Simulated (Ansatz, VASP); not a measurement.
Two plane-wave programs on Lu2Ir2O7

```
CELL_PARAMETERS angstrom
0.00000 5.05077 5.05077
5.05077 0.00000 5.05077
5.05077 5.05077 0.00000
ATOMIC_POSITIONS crystal
Lu 0.12500 0.62500 0.62500
Lu 0.62500 0.12500 0.62500
Lu 0.62500 0.62500 0.12500
Lu 0.62500 0.62500 0.62500
Ir 0.62500 0.12500 0.12500
Ir 0.12500 0.62500 0.12500
Ir 0.12500 0.12500 0.62500
Ir 0.12500 0.12500 0.12500
O 0.21491 0.21491 0.78509
O 0.78509 0.78509 0.21491
O 0.21491 0.78509 0.21491
O 0.78509 0.21491 0.78509
O 0.78509 0.21491 0.21491
O 0.21491 0.78509 0.78509
O 0.03509 0.03509 0.46491
O 0.46491 0.46491 0.03509
O 0.03509 0.46491 0.03509
O 0.46491 0.03509 0.46491
O 0.46491 0.03509 0.03509
O 0.03509 0.46491 0.46491
O 0.75000 0.75000 0.75000
O 0.50000 0.50000 0.50000
```

Alike in both runs: functional PBE; k mesh 4 × 4 × 4; occupations gaussian, width 0.05 eV; collinear spin; Hubbard terms Ir d U = 2.0 eV.

Ansatz relaxed the structure, and its values are those at the end. VASP's run is a single point on that final structure, the one shown.

|  | VASP | Ansatz |
| --- | --- | --- |
| version | VASP 6.6.1 | Ansatz 0.2.0 |
| potentials or method | VASP PAW PBE potentials, release 64 (Lu, Ir, O), cutoff 520 eV | scalar-relativistic, plane waves, PAW |
| valence electrons in the cell | 220 | 252 |

|  | VASP | Ansatz | Ansatz less VASP |
| --- | --- | --- | --- |
| gap on the k mesh at the Fermi level (eV) | none | none | - |
| pressure (GPa) | 4.1 | 3.3 | -0.81 |
| rms of the force components (eV/Å) | 0.000 | 0.006 | +0.0060 |
| net moment per atom (μB) | 0.18 | 0.18 | 0.000 |
| size of the moment on the site where the two differ most (μB) | 0.70 | 0.47 | -0.230 |

Site moments also hang on the region over which each program counts them. The programs project onto different local orbitals, so the same U acts differently, and such runs can settle in different states. A gap of «none» marks a metal or a gap that the smearing closes. VASP's potentials hold 220 valence electrons a cell and Ansatz's 252, so a difference there can come from the potentials and not from the codes. Ansatz's warnings: filled band counts differ across k points, stress scf threshold loose.

Spin-orbit coupling is off throughout.
